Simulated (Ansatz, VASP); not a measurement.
**Two plane-wave programs on Cd**

File INCAR:

```
SYSTEM = Cd
ALGO = Normal
EDIFF = 1E-6
ENCUT = 520
GGA = PS
ISIF = 2
ISMEAR = 0
LASPH = .True.
LCHARG = .False.
LREAL = .False.
LWAVE = .False.
NBANDS = 32
NELM = 100
PREC = Accurate
SIGMA = 0.1
```

Contents of KPOINTS:

```
k-points
0
Gamma
  6 6 4
  0 0 0
```

File POSCAR:

```
Cd
1.0
    1.7525236404     -5.5593650223      0.0000000000
    1.7525236404      5.5593650223      0.0000000000
    0.0000000000      0.0000000000      4.6380988186
Cd
4
Direct
    0.0980000000      0.9020000000      0.9100000000
    0.5980000000      0.4020000000      0.5900000000
    0.9020000000      0.0980000000      0.0900000000
    0.4020000000      0.5980000000      0.4100000000
```

Input for Ansatz:

```yaml
crystal:
  lattice:
    - [1.7525236404, -5.5593650223, 0.0]
    - [1.7525236404, 5.5593650223, 0.0]
    - [0.0, 0.0, 4.6380988186]
  atoms:
    - { symbol: Cd, position: [0.098, 0.902, 0.91] }
    - { symbol: Cd, position: [0.598, 0.402, 0.59] }
    - { symbol: Cd, position: [0.902, 0.098, 0.09] }
    - { symbol: Cd, position: [0.402, 0.598, 0.41] }
basis:
  ecutwfc: 420
kpoints:
  mp_grid: { grid: [6, 6, 4] }
hamiltonian:
  xc: pbesol
scf:
  occupations: { method: gaussian, width: 0.1 }
  lower_state_search: "off"
output:
  forces: true
  stress: true
  eigenvalues: true
```

Alike in both runs: task single point; functional PBEsol; k mesh 6 × 6 × 4; occupations gaussian, width 0.1 eV; no spin polarisation.

|  | VASP | Ansatz |
| --- | --- | --- |
| version | VASP 6.6.1 | Ansatz 0.2.0 |
| potentials or method | VASP PAW PBE potentials, release 64 (Cd), cutoff 520 eV | scalar-relativistic, plane waves, PAW |
| valence electrons in the cell | 48 | 80 |

```tsv
	VASP	Ansatz	Ansatz less VASP
gap on the k mesh at the Fermi level (eV)	none	none	-
rms of the force components (eV/Å)	3.945	3.753	-0.1919
```

VASP's potentials were made for PBE, not for PBEsol. Atom by atom the forces differ by 0.192 eV/Å (rms over components). A gap of «none» marks a metal or a gap that the smearing closes. With one functional, cell and mesh, what is left measures potentials, basis and numerics. VASP's potentials hold 48 valence electrons a cell and Ansatz's 80, so a difference there can come from the potentials and not from the codes.
